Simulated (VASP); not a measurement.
# PbF2 (Fm-3m) in VASP: further runs

Runs on PbF2. Level: PBE+D3(BJ). Tasks: phonons.

All numbers are computed with VASP 6.6.1; they aren't measurements. Logs are shortened: lines on timing, memory, paths and dates and some standing lists are left out, and cuts for length are marked.

### 1 The cell of the first run

The structure is cubic, space group Fm-3m (No. 225). The conventional cell has a = 5.962 Å, b = 5.962 Å, c = 5.962 Å, α = 90.00°, β = 90.00°, γ = 90.00°. Pb (site symmetry m-3m) has 8 F at 2.58 Å within 3.4 Å. Within 3.4 Å of F (site symmetry -43m) lie 4 Pb at 2.58 Å and 6 F at 2.98 Å.

### 2 Phonons, PBE+D3(BJ)

Contents of INCAR:

```
SYSTEM = PbF2
PREC = Accurate ; ENCUT = 520
EDIFF = 1E-8 ; ISMEAR = 0
SIGMA = 0.01 ; LREAL = .FALSE.
LASPH = .TRUE. ; NELM = 80
ALGO = Normal ; ISIF = 2
LWAVE = .FALSE. ; LCHARG = .FALSE.
GGA = PE ; IVDW = 12
NBANDS = 21 ; IBRION = 6
NFREE = 2 ; POTIM = 0.015
NSW = 1
```

Contents of KPOINTS:

```
Automatic mesh
0
G
  8 8 8
  0 0 0
```

Contents of POSCAR:

```
PbF2
1.0
    0.0000000000      2.9811928465      2.9811928465
    2.9811928465      0.0000000000      2.9811928465
    2.9811928465      2.9811928465      0.0000000000
Pb F
1 2
Direct
    0.0000000000      0.0000000000      0.0000000000
    0.2500000000      0.2500000000      0.2500000000
    0.7500000000      0.7500000000      0.7500000000
```

Potentials or basis: VASP PAW PBE potentials, release 64 (Pb_d, F).

Launch:

```console
$ cat potpaw_PBE.64/Pb_d/POTCAR potpaw_PBE.64/F/POTCAR > POTCAR
$ mpirun -np 1 vasp_std > vasp.out
```

OUTCAR:

```text
SYSTEM = PbF2
   PREC = Accurate
   ENCUT = 520
   EDIFF = 1E-8
   ISMEAR = 0
   LREAL = .FALSE.
   LASPH = .TRUE.
   NELM = 80
   ISIF = 2
   GGA = PE
   IVDW = 12
   IBRION = 6
   NFREE = 2
   POTIM = 0.015
   NSW = 1
 IVDW          = 12

 ion  position               nearest neighbor table
   1  0.000  0.000  0.000-   3 2.58   3 2.58   3 2.58   2 2.58   2 2.58   2 2.58   3 2.58   2 2.58

   2  0.250  0.250  0.250-   1 2.58   1 2.58   1 2.58   1 2.58
   3  0.750  0.750  0.750-   1 2.58   1 2.58   1 2.58   1 2.58

  LATTYP: Found a face centered cubic cell.
 ALAT       =     5.9623856930

  Lattice vectors:

 A1 = (   0.0000000000,   2.9811928465,   2.9811928465)
 A2 = (   2.9811928465,   0.0000000000,   2.9811928465)
 A3 = (   2.9811928465,   2.9811928465,   0.0000000000)

Analysis of symmetry for initial positions (statically):
=====================================================================
 Subroutine PRICEL returns:
 Original cell was already a primitive cell.

 Routine SETGRP: Setting up the symmetry group for a
 face centered cubic supercell.

 Subroutine GETGRP returns: Found 48 space group operations
 (whereof 48 operations were pure point group operations)
 out of a pool of 48 trial point group operations.

The static configuration has the point symmetry O_h .

Analysis of symmetry for dynamics (positions and initial velocities):
=====================================================================
 Subroutine PRICEL returns:
 Original cell was already a primitive cell.

 Routine SETGRP: Setting up the symmetry group for a
 face centered cubic supercell.

 Subroutine GETGRP returns: Found 48 space group operations
 (whereof 48 operations were pure point group operations)
 out of a pool of 48 trial point group operations.

The dynamic configuration has the point symmetry O_h .

 Subroutine INISYM returns: Found 48 space group operations
 (whereof 48 operations are pure point group operations),
 and found     1 'primitive' translations

----------------------------------------------------------------------------------------

                                     Primitive cell

  volume of cell :      52.9908

  direct lattice vectors                    reciprocal lattice vectors
     0.000000000  2.981192846  2.981192846    -0.167718100  0.167718100  0.167718100
     2.981192846  0.000000000  2.981192846     0.167718100 -0.167718100  0.167718100
     2.981192846  2.981192846  0.000000000     0.167718100  0.167718100 -0.167718100

  length of vectors
     4.216043356  4.216043356  4.216043356     0.290496271  0.290496271  0.290496271

  position of ions in fractional coordinates (direct lattice)
     0.000000000  0.000000000  0.000000000
     0.250000000  0.250000000  0.250000000
     0.750000000  0.750000000  0.750000000

  ion indices of the primitive-cell ions
   primitive index   ion index
                 1           1
                 2           2
                 3           3

----------------------------------------------------------------------------------------

 KPOINTS: Automatic mesh

Automatic generation of k-mesh.
 Grid dimensions read from file:
 generate k-points for:    8    8    8

 Generating k-lattice:

  Cartesian coordinates                     Fractional coordinates (reciprocal lattice)
    -0.020964763  0.020964763  0.020964763     0.125000000  0.000000000  0.000000000
     0.020964763 -0.020964763  0.020964763     0.000000000  0.125000000  0.000000000
     0.020964763  0.020964763 -0.020964763     0.000000000  0.000000000  0.125000000

  Length of vectors
     0.036312034  0.036312034  0.036312034

  Shift w.r.t. Gamma in fractional coordinates (k-lattice)
     0.000000000  0.000000000  0.000000000

 Subroutine IBZKPT returns following result:
 ===========================================

 Found     29 irreducible k-points:

 Following reciprocal coordinates:
            Coordinates               Weight
  0.000000  0.000000  0.000000      1.000000
  0.125000  0.000000  0.000000      8.000000
  0.250000  0.000000  0.000000      8.000000
  0.375000  0.000000  0.000000      8.000000
  0.500000  0.000000  0.000000      4.000000
  0.125000  0.125000  0.000000      6.000000
[... 16 lines left out ...]
  0.500000  0.250000  0.125000     48.000000
 -0.375000  0.250000  0.125000     24.000000
 [... further k-points ...]
   k-points           NKPTS =     29   k-points in BZ     NKDIM =     29   number of bands    NBANDS=     21
   number of dos      NEDOS =    301   number of ions     NIONS =      3
   total plane-waves  NPLWV =  32768
   dimension x,y,z NGX =    32 NGY =   32 NGZ =   32
   dimension x,y,z NGXF=    64 NGYF=   64 NGZF=   64
   ions per type =               1   2
   NGX,Y,Z   is equivalent  to a cutoff of  12.62, 12.62, 12.62 a.u.
   NGXF,Y,Z  is equivalent  to a cutoff of  25.24, 25.24, 25.24 a.u.
 SYSTEM =  PbF2
   PREC   = accura    normal or accurate (medium, high low for compatibility)
   ISTART =      0    job   : 0-new  1-cont  2-samecut
   ICHARG =      2    charge: 1-file 2-atom 10-const
   ISPIN  =      1    spin polarized calculation?
   LNONCOLLINEAR =      F non collinear calculations
   LSORBIT =      F    spin-orbit coupling
   LASPH  =      T    aspherical Exc in radial PAW
   ENCUT  =  520.0 eV  38.22 Ry    6.18 a.u.   7.84  7.84  7.84*2*pi/ulx,y,z
   NELM   =     80;   NELMIN=  2; NELMDL= -5     # of ELM steps
   EDIFF  = 0.1E-07   stopping-criterion for ELM
   LREAL  =      F    real-space projection
   EDIFFG = 0.1E-06   stopping-criterion for IOM
   NSW    =     73    number of steps for IOM
   IBRION =      6    ionic relax: 0-MD 1-quasi-New 2-CG
   NFREE  =      2    steps in history (QN), initial steepest desc. (CG)
   ISIF   =      2    stress and relaxation
   ISYM   =      2    0-nonsym 1-usesym 2-fastsym
   POTIM  = 0.0150    time-step for ionic-motion
   TEBEG  =    0.0;   TEEND  =   0.0 temperature during run
   PSTRESS=    0.0 pullay stress
   NELECT =      28.0000    total number of electrons
   NUPDOWN=      -1.0000    fix difference up-down
   EMIN   =  10.00;   EMAX   =-10.00  energy-range for DOS
   EFERMI =   0.00;   METHOD = LEGACY
   ISMEAR =     0;   SIGMA  =   0.01  broadening in eV -4-tet -1-fermi 0-gaus
   EFERMI_NEDOS =   21; number of points for ismear=-14 and -15
   IALGO  =     38    algorithm
   IMIX   =      4    mixing-type and parameters
     AMIX     =   0.40;   BMIX     =  1.00
     AMIX_MAG =   1.60;   BMIX_MAG =  1.00
  volume/ion in A,a.u.               =      17.66       119.20
  Fermi-wavevector in a.u.,A,eV,Ry     =   1.323511  2.501072 23.833059  1.751680
  Thomas-Fermi vector in A             =   2.453113
   LORBIT       =      0    0 simple, 1 ext, 2 COOP (PROOUT), +10 PAW based schemes
   GGA     = PE    functional components
   LHFCALC =     F    Hartree Fock is set to
   AEXX    =    0.0000 exact exchange contribution
   IVDW    =    12    specifies the selected vdW correction
   LEPSILON=     F    determine dielectric tensor
   LRPA    =     F    only Hartree local field effects (RPA)
 finite differences with symmetry
 non-spin polarized calculation
 Gauss-broadening in eV      SIGMA  =   0.01
  energy-cutoff  :      520.00
  volume of cell :       52.99
 maximum number of plane-waves:      1458
   NGX = 15   NGY = 15   NGZ = 15

--------------------------------------- Ionic step        1  -------------------------------------------

 number of electron      28.0000019 magnetization

 Free energy of the ion-electron system (eV)
  ---------------------------------------------------
  ext. energy  EPLUGINS =         0.00000000
  ---------------------------------------------------
  free energy    TOTEN  =       -14.34625010 eV

  energy without entropy =      -14.34625010  energy(sigma->0) =      -14.34625010

------------------------ aborting loop because EDIFF is reached ----------------------------------------

 Edisp (eV)   -0.45251

 E8    (eV) :    -0.1950
[... 155 lines left out ...]
--------------------------------------- Ionic step        5  -------------------------------------------

 number of electron      28.0000016 magnetization

 Free energy of the ion-electron system (eV)
  ---------------------------------------------------
  ext. energy  EPLUGINS =         0.00000000
  ---------------------------------------------------
  free energy    TOTEN  =       -14.34596988 eV

  energy without entropy =      -14.34596988  energy(sigma->0) =      -14.34596988

 E-fermi :   1.7523     XC(G=0):  -9.3183

 val. band max:        1.6735881540   @ k =   0.5000   0.2500  -0.2500
 cond. band min:       6.0911731354   @ k =   0.5000   0.5000   0.0000
 fundamental gap:      4.4175849815
 Fermi energy:         1.7522548879

 k-point     1 :       0.0000    0.0000    0.0000
  band No.  band energies     occupation
      1     -19.2813      2.00000
      2     -18.6907      2.00000
      3     -12.7454      2.00000
      4     -12.7445      2.00000
      5     -12.7437      2.00000
      6     -12.6952      2.00000
[... 565 lines left out ...]
     20      17.6300      0.00000
     21      18.1331      0.00000

 [... further k-points ...]

------------------------ aborting loop because EDIFF is reached ----------------------------------------

 Edisp (eV)   -0.45251

 E8    (eV) :    -0.1950
[... 26 lines left out ...]
  FREE ENERGIE OF THE ION-ELECTRON SYSTEM (eV)
  ---------------------------------------------------
  free  energy   TOTEN  =       -14.7984810067 eV

  energy  without entropy=      -14.7984810067  energy(sigma->0) =      -14.79848101

 INTERNAL STRAIN TENSORS FROM DISPLACED ATOMS
 ============================================

 INTERNAL STRAIN TENSOR FOR ION    1 for displacements in x,y,z  (eV/Angst):
          X           Y           Z          XY          YZ          ZX
  --------------------------------------------------------------------------------
  x     0.00000     0.00000     0.00000     0.00000     0.00000     0.00000
  y     0.00000     0.00000     0.00000     0.00000     0.00000     0.00000
  z     0.00000     0.00000     0.00000     0.00000     0.00000     0.00000

 INTERNAL STRAIN TENSOR FOR ION    3 for displacements in x,y,z  (eV/Angst):
          X           Y           Z          XY          YZ          ZX
  --------------------------------------------------------------------------------
  x    -0.00000    -0.00000    -0.00000     0.00000     2.58049     0.00000
  y    -0.00000     0.00000    -0.00000     0.00000     0.00000     2.58049
  z    -0.00000    -0.00000     0.00000     2.58049     0.00000     0.00000

 Eigenvectors and eigenvalues of the dynamical matrix
 ----------------------------------------------------

   1 f  =    7.393538 THz    46.454967 2PiTHz  246.621868 cm-1    30.577201 meV
             X         Y         Z           dx          dy          dz
      0.000000  0.000000  0.000000    -0.000000   -0.000000    0.000000
      1.490596  1.490596  1.490596     0.705453   -0.048335   -0.000000
      4.471789  4.471789  4.471789    -0.705453    0.048335   -0.000000
[... 43 lines left out ...]
   9 f/i=    0.009088 THz     0.057103 2PiTHz    0.303153 cm-1     0.037586 meV
             X         Y         Z           dx          dy          dz
      0.000000  0.000000  0.000000    -0.151067   -0.907870    0.002110
      1.490596  1.490596  1.490596    -0.045391   -0.272786    0.000634
      4.471789  4.471789  4.471789    -0.045391   -0.272786    0.000634

 ELASTIC MODULI CONTR FROM IONIC RELAXATION (kBar)
 Direction    XX          YY          ZZ          XY          YZ          ZX
 --------------------------------------------------------------------------------
 XX          -0.0000      0.0000     -0.0000      0.0000      0.0000      0.0000
 YY           0.0000     -0.0000      0.0000      0.0000      0.0000     -0.0000
 ZZ          -0.0000      0.0000     -0.0000     -0.0000      0.0000      0.0000
 XY           0.0000      0.0000     -0.0000    -94.7616      0.0000      0.0000
 YZ           0.0000      0.0000      0.0000      0.0000    -94.7616      0.0000
 ZX           0.0000     -0.0000      0.0000      0.0000      0.0000    -94.7616
 --------------------------------------------------------------------------------
```

It took 3.3 min on 1 thread of Intel Xeon Platinum 8259CL at 2.50GHz (Skylake/Cascade Lake), shared host; peak memory 0.3 GiB.

Results:

```yaml
Highest_phonon_frequency_at_Γ_LO-TO_splitting_left_out: 247 cm⁻¹
Dispersion_energy_per_atom: -0.151 eV
```

Phonon frequencies in cm⁻¹ (negative: imaginary):
```
              q point                    frequencies
(0.000, 0.000, 0.000)  0 0 0 109 109 109 247 247 247
```

Caveat: spin-orbit coupling is left out, which moves the levels of the heavy elements.

(Continued in part 2 of 2.)
